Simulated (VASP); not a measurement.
# VMo3S8 (P-3m1) in VASP: a series of runs

VMo3S8 is run at these levels: PBE; tasks: single point.

Everything below comes from runs of VASP 6.6.1. Logs are shortened: lines on timing, memory, paths and dates and some standing lists are left out, and cuts for length are marked.

**1. The cell of the first run**

Symmetry: P-3m1, No. 164, trigonal system. The conventional cell has a = 3.190 Å, b = 3.190 Å, c = 27.254 Å, α = 90.00°, β = 90.00°, γ = 120.00°. Within 3.2 Å of V (site symmetry -3m) lie 6 S at 2.35 Å and 6 V at 3.19 Å. Mo (site symmetry 3m) has 6 S at 2.43 Å and 6 Mo at 3.19 Å within 3.2 Å. Within 3.2 Å of Mo (site symmetry -3m) lie 6 S at 2.43 Å and 6 Mo at 3.19 Å. S (site symmetry 3m) has 3 Mo at 2.43 Å and 6 S at 3.19 Å within 3.2 Å. S (site symmetry 3m) has 3 Mo at 2.43 Å and 6 S at 3.19 Å within 3.2 Å. S (site symmetry 3m) has 3 Mo at 2.43 Å and 6 S at 3.19 Å within 3.2 Å. S (site symmetry 3m) has 3 V at 2.35 Å and 6 S at 3.19 Å within 3.2 Å.

**2. Single point, PBE**

File INCAR:

```
ALGO = Normal
EDIFF = 1E-6
ENCUT = 520
GGA = PE
ISIF = 2
ISMEAR = 0
LASPH = T
LCHARG = T
LELF = T
LREAL = F
LVHAR = T
LWAVE = F
NBANDS = 64
NELM = 60
PREC = Accurate
SIGMA = 0.2
```

File KPOINTS:

```
k-points
0
Gamma
  6 6 1
```

File POSCAR:

```
VMo3S8
1.0
    3.1901146296      0.0000000000      0.0000000000
   -1.5950573148      2.7627203102      0.0000000000
    0.0000000000      0.0000000000     27.2541459747
V Mo S
1 3 8
Direct
    0.0000000000      0.0000000000      0.0000000000
    0.0000000000      0.0000000000      0.2489445963
    0.0000000000      0.0000000000      0.5000000000
    0.0000000000      0.0000000000      0.7510554037
    0.6666666667      0.3333333333      0.1908030758
    0.6666666667      0.3333333333      0.4418206086
    0.6666666667      0.3333333333      0.6928720169
    0.6666666667      0.3333333333      0.9462705291
    0.3333333333      0.6666666667      0.0537294709
    0.3333333333      0.6666666667      0.3071279831
    0.3333333333      0.6666666667      0.5581793914
    0.3333333333      0.6666666667      0.8091969242
```

Potentials or basis: VASP PAW PBE potentials, release 64 (V_sv, Mo_sv, S).

Run with:

```sh
cat potpaw_PBE.64/V_sv/POTCAR potpaw_PBE.64/Mo_sv/POTCAR potpaw_PBE.64/S/POTCAR > POTCAR
mpirun -np 1 vasp_std > vasp.out
```

OUTCAR:

```text
EDIFF = 1E-6
   ENCUT = 520
   GGA = PE
   ISIF = 2
   ISMEAR = 0
   LASPH = T
   LREAL = F
   NELM = 60
   PREC = Accurate

 ion  position               nearest neighbor table
   1  0.000  0.000  0.000-   8 2.35   9 2.35   9 2.35   8 2.35   8 2.35   9 2.35
   2  0.000  0.000  0.249-   5 2.43   5 2.43   5 2.43  10 2.43  10 2.43  10 2.43
   3  0.000  0.000  0.500-   6 2.43  11 2.43  11 2.43   6 2.43   6 2.43  11 2.43
   4  0.000  0.000  0.751-  12 2.43  12 2.43  12 2.43   7 2.43   7 2.43   7 2.43
   5  0.667  0.333  0.191-   2 2.43   2 2.43   2 2.43
   6  0.667  0.333  0.442-   3 2.43   3 2.43   3 2.43
   7  0.667  0.333  0.693-   4 2.43   4 2.43   4 2.43
   8  0.667  0.333  0.946-   1 2.35   1 2.35   1 2.35
   9  0.333  0.667  0.054-   1 2.35   1 2.35   1 2.35
  10  0.333  0.667  0.307-   2 2.43   2 2.43   2 2.43
  11  0.333  0.667  0.558-   3 2.43   3 2.43   3 2.43
  12  0.333  0.667  0.809-   4 2.43   4 2.43   4 2.43

  LATTYP: Found a hexagonal cell.
 ALAT       =     3.1901146296
 C/A-ratio  =     8.5433124320

  Lattice vectors:

 A1 = (   3.1901146296,   0.0000000000,   0.0000000000)
 A2 = (  -1.5950573148,   2.7627203102,   0.0000000000)
 A3 = (   0.0000000000,   0.0000000000,  27.2541459747)

Analysis of symmetry for initial positions (statically):
=====================================================================
 Subroutine PRICEL returns:
 Original cell was already a primitive cell.

 Routine SETGRP: Setting up the symmetry group for a
 hexagonal supercell.

 Subroutine GETGRP returns: Found 12 space group operations
 (whereof 12 operations were pure point group operations)
 out of a pool of 24 trial point group operations.

The static configuration has the point symmetry D_3d.

Analysis of symmetry for dynamics (positions and initial velocities):
=====================================================================
 Subroutine PRICEL returns:
 Original cell was already a primitive cell.

 Routine SETGRP: Setting up the symmetry group for a
 hexagonal supercell.

 Subroutine GETGRP returns: Found 12 space group operations
 (whereof 12 operations were pure point group operations)
 out of a pool of 24 trial point group operations.

The dynamic configuration has the point symmetry D_3d.

 Subroutine INISYM returns: Found 12 space group operations
 (whereof 12 operations are pure point group operations),
 and found     1 'primitive' translations

----------------------------------------------------------------------------------------

                                     Primitive cell

  volume of cell :     240.2015

  direct lattice vectors                    reciprocal lattice vectors
     3.190114630  0.000000000  0.000000000     0.313468360  0.180981042  0.000000000
    -1.595057315  2.762720310  0.000000000     0.000000000  0.361962084  0.000000000
     0.000000000  0.000000000 27.254145975     0.000000000  0.000000000  0.036691665

  length of vectors
     3.190114630  3.190114630 27.254145975     0.361962084  0.361962084  0.036691665

  position of ions in fractional coordinates (direct lattice)
     0.000000000  0.000000000  0.000000000
     0.000000000  0.000000000  0.248944596
     0.000000000  0.000000000  0.500000000
     0.000000000  0.000000000  0.751055404
     0.666666667  0.333333333  0.190803076
     0.666666667  0.333333333  0.441820609
     0.666666667  0.333333333  0.692872017
     0.666666667  0.333333333  0.946270529
     0.333333333  0.666666667  0.053729471
     0.333333333  0.666666667  0.307127983
     0.333333333  0.666666667  0.558179391
     0.333333333  0.666666667  0.809196924

  ion indices of the primitive-cell ions
   primitive index   ion index
                 1           1
                 2           2
                 3           3
                 4           4
                 5           5
                 6           6
                 7           7
                 8           8
                 9           9
                10          10
                11          11
                12          12

----------------------------------------------------------------------------------------

 KPOINTS: k-points

Automatic generation of k-mesh.
 Grid dimensions read from file:
 generate k-points for:    6    6    1

 Generating k-lattice:

  Cartesian coordinates                     Fractional coordinates (reciprocal lattice)
     0.052244727  0.030163507  0.000000000     0.166666667  0.000000000  0.000000000
     0.000000000  0.060327014  0.000000000     0.000000000  0.166666667  0.000000000
     0.000000000  0.000000000  0.036691665     0.000000000  0.000000000  1.000000000

  Length of vectors
     0.060327014  0.060327014  0.036691665

  Shift w.r.t. Gamma in fractional coordinates (k-lattice)
     0.000000000  0.000000000  0.000000000

 Subroutine IBZKPT returns following result:
 ===========================================

 Found      7 irreducible k-points:

 Following reciprocal coordinates:
[... 69 lines left out ...]
  ext. energy  EPLUGINS =         0.00000000
  ---------------------------------------------------
  free energy    TOTEN  =       -83.03673611 eV

  energy without entropy =      -82.94538091  energy(sigma->0) =      -82.99105851

 E-fermi :   5.8498     XC(G=0):  -9.9357

 val. band max:        5.7797024371   @ k =   0.0000   0.0000   0.0000
 cond. band min:       5.8764884543   @ k =   0.1667   0.1667   0.0000
 fundamental gap:      0.0967860172
 Fermi energy:         5.8497693193

 k-point     1 :       0.0000    0.0000    0.0000
  band No.  band energies     occupation
      1     -59.0073      2.00000
      2     -55.8388      2.00000
      3     -55.8388      2.00000
      4     -55.8265      2.00000
      5     -32.8378      2.00000
      6     -32.8378      2.00000
[... 55 lines left out ...]
     62       9.1377      0.00000
     63       9.1659      0.00000

 k-point     2 :       0.1667   -0.0000    0.0000
  band No.  band energies     occupation
      1     -59.0036      2.00000
      2     -55.8299      2.00000
      3     -55.8299      2.00000
      4     -55.8175      2.00000
      5     -32.8731      2.00000
      6     -32.8460      2.00000
[... 55 lines left out ...]
     62       8.3221      0.00000
     63       8.4202      0.00000

 k-point     3 :       0.3333    0.0000    0.0000
  band No.  band energies     occupation
      1     -58.9963      2.00000
      2     -55.8118      2.00000
      3     -55.8118      2.00000
      4     -55.7995      2.00000
      5     -32.9429      2.00000
      6     -32.8624      2.00000
[... 55 lines left out ...]
     62       8.9046      0.00000
     63       9.0043      0.00000

 k-point     4 :       0.5000    0.0000    0.0000
  band No.  band energies     occupation
      1     -58.9927      2.00000
      2     -55.8028      2.00000
      3     -55.8028      2.00000
      4     -55.7905      2.00000
      5     -32.9775      2.00000
      6     -32.8706      2.00000
[... 55 lines left out ...]
     62       9.3059      0.00000
     63       9.3334      0.00000

 k-point     5 :       0.1667    0.1667    0.0000
  band No.  band energies     occupation
      1     -58.9981      2.00000
      2     -55.8163      2.00000
      3     -55.8163      2.00000
      4     -55.8040      2.00000
      5     -32.9188      2.00000
      6     -32.8651      2.00000
[... 55 lines left out ...]
     62       8.2870      0.00000
     63       8.2903      0.00000

 k-point     6 :       0.3333    0.1667    0.0000
  band No.  band energies     occupation
      1     -58.9927      2.00000
      2     -55.8028      2.00000
      3     -55.8028      2.00000
      4     -55.7905      2.00000
      5     -32.9595      2.00000
      6     -32.8888      2.00000
[... 55 lines left out ...]
     62       8.3866      0.00000
     63       8.4374      0.00000

 k-point     7 :       0.3333    0.3333    0.0000
  band No.  band energies     occupation
      1     -58.9908      2.00000
      2     -55.7983      2.00000
      3     -55.7983      2.00000
      4     -55.7859      2.00000
      5     -32.9349      2.00000
      6     -32.9349      2.00000
[... 55 lines left out ...]
     62       8.5091      0.00000
     63       9.0458      0.00000
 [bands above 63 left out]

------------------------ aborting loop because EDIFF is reached ----------------------------------------

  FORCE on cell =-STRESS in cart. coord.  units (eV):
  Direction    XX          YY          ZZ          XY          YZ          ZX
  --------------------------------------------------------------------------------------
  -------------------------------------------------------------------------------------
  Total       -0.2958542     -0.2958542     -0.4674054     -0.0000000     -0.0000000      0.0000000
  in kB       -1.9733882     -1.9733882     -3.1176586     -0.0000000     -0.0000000      0.0000000
  external PRESSURE =      -2.3548117 kB  Pullay stress =       0.0000000 kB

 VOLUME and BASIS-vectors are now :
 -----------------------------------------------------------------------------
  energy-cutoff  :      520.00
  volume of cell :      240.20
      direct lattice vectors                 reciprocal lattice vectors
     3.190114630  0.000000000  0.000000000     0.313468360  0.180981042  0.000000000
    -1.595057315  2.762720310  0.000000000     0.000000000  0.361962084  0.000000000
     0.000000000  0.000000000 27.254145975     0.000000000  0.000000000  0.036691665

 POSITION                                       TOTAL-FORCE (eV/Angst)
 -----------------------------------------------------------------------------------
      0.00000      0.00000      0.00000        -0.000000      0.000000     -0.000000
      0.00000      0.00000      6.78477        -0.000000     -0.000000      0.013399
      0.00000      0.00000     13.62707        -0.000000      0.000000     -0.000000
      0.00000      0.00000     20.46937        -0.000000      0.000000     -0.013399
      1.59506      0.92091      5.20017         0.000000     -0.000000      0.022750
      1.59506      0.92091     12.04144        -0.000000      0.000000      0.040189
      1.59506      0.92091     18.88364         0.000000      0.000000      0.047939
      1.59506      0.92091     25.78980        -0.000000      0.000000     -0.014099
     -0.00000      1.84181      1.46435         0.000000     -0.000000      0.014099
     -0.00000      1.84181      8.37051        -0.000000      0.000000     -0.047939
     -0.00000      1.84181     15.21270        -0.000000     -0.000000     -0.040189
     -0.00000      1.84181     22.05397        -0.000000      0.000000     -0.022750
 -----------------------------------------------------------------------------------
    total drift:                               -0.000000      0.000000      0.000000

  FREE ENERGIE OF THE ION-ELECTRON SYSTEM (eV)
  ---------------------------------------------------
  free  energy   TOTEN  =       -83.0367361087 eV

  energy  without entropy=      -82.9453809115  energy(sigma->0) =      -82.99105851
```

Run time: 2.1 min. Hardware: 1 thread of AMD EPYC 9R45 (Zen 5), shared host; peak memory 0.35 GiB.

Results:

| Item | Value |
| --- | --- |
| Free energy | -83.0367 eV |
| Pressure | -0.2 GPa |
| Largest force | 0.048 eV/Å |
| Band gap on the k mesh | zero (an odd number of electrons rules out a gap without spin polarisation) |

Forces on the atoms (eV/Å):
```
V    0.000  0.000  0.000
Mo   0.000  0.000  0.013
Mo   0.000  0.000  0.000
Mo   0.000  0.000 -0.013
S    0.000  0.000  0.023
S    0.000  0.000  0.040
S    0.000  0.000  0.048
S    0.000  0.000 -0.014
S    0.000  0.000  0.014
S    0.000  0.000 -0.048
S    0.000  0.000 -0.040
S    0.000  0.000 -0.023
```

Stress tensor (GPa, compression positive):
```
-0.20  0.00  0.00
 0.00 -0.20  0.00
 0.00  0.00 -0.31
```

Levels at points of the mesh, in eV from the Fermi level:
| k point | band 49 | band 50 | band 51 | band 52 | band 53 | band 54 | band 55 | band 56 |
| --- | --- | --- | --- | --- | --- | --- | --- | --- |
| (0.00, 0.00, 0.00) | -0.50 | -0.20 | -0.20 | -0.09 | -0.09 | -0.08 | -0.08 | -0.07 |
| (0.50, 0.00, 0.00) | -1.45 | -1.43 | -1.36 | -0.82 | 0.87 | 1.19 | 1.19 | 1.21 |

Caveat: the k points lie up to 0.38 Å⁻¹ apart, too coarse for converged energies and pressures of a metal; this functional lacks dispersion, which binds layers or chains, so the pressure and a relaxed spacing across them are unreliable; the run has no spin polarisation, though such a crystal can be magnetic.

**3. Single point, PBE**

File INCAR:

```
SYSTEM = VMo3S8
ALGO = Normal
EDIFF = 1E-6
ENCUT = 520
GGA = PE
ISIF = 2
ISMEAR = 0
LASPH = .True.
LCHARG = .False.
LREAL = .False.
LWAVE = .False.
NBANDS = 64
NELM = 100
PREC = Accurate
SIGMA = 0.1
```

File KPOINTS:

```
k-points
0
Gamma
  12 12 2
  0 0 0
```

POSCAR is that of step 2.

Potentials or basis: VASP PAW PBE potentials, release 64 (V_sv, Mo_sv, S).

Run with:

```sh
cat potpaw_PBE.64/V_sv/POTCAR potpaw_PBE.64/Mo_sv/POTCAR potpaw_PBE.64/S/POTCAR > POTCAR
mpirun -np 1 vasp_std > vasp.out
```

Wall time 12 min (1 thread of AMD EPYC 9R45 (Zen 5), shared host); peak memory 0.61 GiB.

It converged, with:

| Item | Value |
| --- | --- |
| Free energy | -82.9068 eV |
| Pressure | -0.1 GPa |
| Largest force | 0.007 eV/Å |
| Band gap on the k mesh | zero (an odd number of electrons rules out a gap without spin polarisation) |

Forces in eV/Å, atoms in the order of the input:
```
V    0.000  0.000  0.000
Mo   0.000  0.000  0.000
Mo   0.000  0.000  0.000
Mo   0.000  0.000  0.000
S    0.000  0.000  0.007
S    0.000  0.000  0.007
S    0.000  0.000  0.007
S    0.000  0.000 -0.001
S    0.000  0.000  0.001
S    0.000  0.000 -0.007
S    0.000  0.000 -0.007
S    0.000  0.000 -0.007
```

Levels at points of the mesh, in eV from the Fermi level:
| k point | band 49 | band 50 | band 51 | band 52 | band 53 | band 54 | band 55 | band 56 |
| --- | --- | --- | --- | --- | --- | --- | --- | --- |
| (0.00, 0.00, 0.00) | -0.63 | -0.23 | -0.23 | -0.22 | -0.22 | -0.21 | -0.21 | -0.13 |
| (0.50, 0.00, 0.00) | -1.58 | -1.57 | -1.26 | -0.75 | 0.94 | 1.08 | 1.08 | 1.08 |
| (0.00, 0.00, 0.50) | -0.59 | -0.23 | -0.23 | -0.22 | -0.22 | -0.21 | -0.21 | -0.13 |
| (0.50, 0.00, 0.50) | -1.58 | -1.57 | -1.26 | -0.75 | 0.94 | 1.08 | 1.08 | 1.08 |

Caveat: this functional lacks dispersion, which binds layers or chains, so the pressure and a relaxed spacing across them are unreliable; the run has no spin polarisation, though such a crystal can be magnetic.

**4. Single point, PBE, collinear spin, ferrimagnetic start**

This run uses another cell than the first one, of 21.39 Å³/atom.

File INCAR:

```
PREC     = Accurate       # precision mode
ENCUT    = 520            # plane-wave cutoff, eV
EDIFF    = 1E-6           # SCF threshold, eV
ISMEAR   = 0              # smearing method
SIGMA    = 0.1            # smearing width, eV
LREAL    = F              # projectors in reciprocal space
LASPH    = T              # aspherical terms in the spheres
NELM     = 150            # most SCF steps
ALGO     = Normal         # electronic algorithm
ISIF     = 2              # what is computed and relaxed
LWAVE    = F              # write WAVECAR
LCHARG   = T              # write CHGCAR
ISPIN    = 2              # spin polarisation
MAGMOM   = -2 1 1 1 0 0 0 0 0 0 0 0 # initial moments
LORBIT   = 11             # projections on sites
LMAXMIX  = 4              # l up to which the mixer works
GGA      = PE             # functional
LELF     = T              # ELF
LVHAR    = T            
NBANDS   = 68             # bands
```

File KPOINTS:

```
regular mesh
0
Gamma
  6 6 1
```

File POSCAR:

```
VMo3S8
1.0
    3.4436735200      0.0000000000      0.0000000000
   -1.7218367600      2.9823087500      0.0000000000
    0.0000000000      0.0000000000     24.9952950800
V Mo S
1 3 8
Direct
    0.0000000000      0.0000000000      0.0000000000
    0.0000000000      0.0000000000      0.2500000000
    0.0000000000      0.0000000000      0.5000000000
    0.0000000000      0.0000000000      0.7500000000
    0.6666666700      0.3333333300      0.1901558300
    0.6666666700      0.3333333300      0.4401558300
    0.6666666700      0.3333333300      0.6901558300
    0.6666666700      0.3333333300      0.9401558300
    0.3333333300      0.6666666700      0.0598441700
    0.3333333300      0.6666666700      0.3098441700
    0.3333333300      0.6666666700      0.5598441700
    0.3333333300      0.6666666700      0.8098441700
```

Run with:

```sh
cat potpaw_PBE.64/V_sv/POTCAR potpaw_PBE.64/Mo_sv/POTCAR potpaw_PBE.64/S/POTCAR > POTCAR
mpirun -np 1 vasp_std > vasp.out
```

Wall time 5.8 min (1 thread of Intel Xeon 6975P-C (Granite Rapids), shared host); peak memory 0.6 GiB.

Results (log left out):

```
Free energy                                           : -81.6454 eV
Pressure                                              : -9.3 GPa
Largest force                                         : 1.389 eV/Å
Net moment                                            : -1.05 μB per cell
Site moments                                          : V -1.26; Mo +0.00, -0.00 (each value once); S +0.00, -0.00, +0.13 (each value once) μB
Valence electrons inside the program's atomic spheres : V 11.25; Mo 12.16, 12.17 (each value once); S 3.66, 3.65 (each value once)
```

Forces on the atoms (eV/Å):
```
V    0.000  0.000  0.000
Mo   0.000  0.000 -0.014
Mo   0.000  0.000  0.000
Mo   0.000  0.000  0.014
S    0.000  0.000  0.492
S    0.000  0.000  0.477
S    0.000  0.000  0.479
S    0.000  0.000  1.389
S    0.000  0.000 -1.389
S    0.000  0.000 -0.479
S    0.000  0.000 -0.477
S    0.000  0.000 -0.492
```

Stress tensor (GPa, compression positive):
```
-11.32   0.00   0.00
  0.00 -11.32   0.00
  0.00   0.00  -5.20
```

Levels at points of the mesh, in eV from the Fermi level:
Spin up:
```
           k point  band 47  band 48  band 49  band 50  band 51  band 52  band 53  band 54  band 55  band 56
(0.00, 0.00, 0.00)    -0.78    -0.78    -0.74    -0.74    -0.72    -0.72    -0.26    -0.14    -0.14     0.08
(0.50, 0.00, 0.00)    -1.87    -1.43    -1.43    -1.29    -1.26     0.20     0.37     0.38     0.38     1.05
```
Spin down:
```tsv
k point	band 49	band 50	band 51	band 52	band 53	band 54	band 55	band 56
(0.00, 0.00, 0.00)	-0.74	-0.74	-0.72	-0.72	-0.69	-0.69	-0.37	-0.05
(0.50, 0.00, 0.00)	-1.29	-1.29	-1.26	-0.90	0.00	0.37	0.38	0.38
```

Caveat: the stress differs along the axes, from -11 to -5 GPa; this functional lacks dispersion, which binds layers or chains, so the pressure and a relaxed spacing across them are unreliable; forces of over 1 eV/Å act on the atoms, so gaps and moduli don't describe the material at rest.

**5. Overview**

| spin | cell | k mesh | smearing | gap on the mesh (eV) | pressure (GPa) | largest force (eV/Å) |
| --- | --- | --- | --- | --- | --- | --- |
| off | a = 3.190, b = 3.190, c = 27.254 Å, angles 90.0, 90.0, 120.0°, 12 atoms, atomic positions A | 6 × 6 × 1 | gaussian 0.2 eV | none | -0.2 | 0.05 |
| off | a = 3.190, b = 3.190, c = 27.254 Å, angles 90.0, 90.0, 120.0°, 12 atoms, atomic positions A | 12 × 12 × 2 | gaussian 0.1 eV | none | -0.1 | 0.01 |
| collinear, ferrimagnetic start | a = 3.444, b = 3.444, c = 24.995 Å, angles 90.0, 90.0, 120.0°, 12 atoms, atomic positions B | 6 × 6 × 1 | gaussian 0.1 eV | none | -9.3 | 1.39 |

Alike in all rows: task single point; level PBE; potentials or basis VASP PAW PBE potentials, release 64 (V_sv, Mo_sv, S); cutoff (eV) 520.

Caveats: some runs use coarse meshes; this functional lacks dispersion, which binds layers or chains, so the pressure and a relaxed spacing across them are unreliable; the stress differs along the axes, from -11 to -5 GPa (at least some runs); forces of over 1 eV/Å act on the atoms, so gaps and moduli don't describe the material at rest (at least some runs).

Absolute energies hang on the potentials; compare differences alone.

The gap in the log of VASP goes by the Fermi energy; the results here count the filled bands.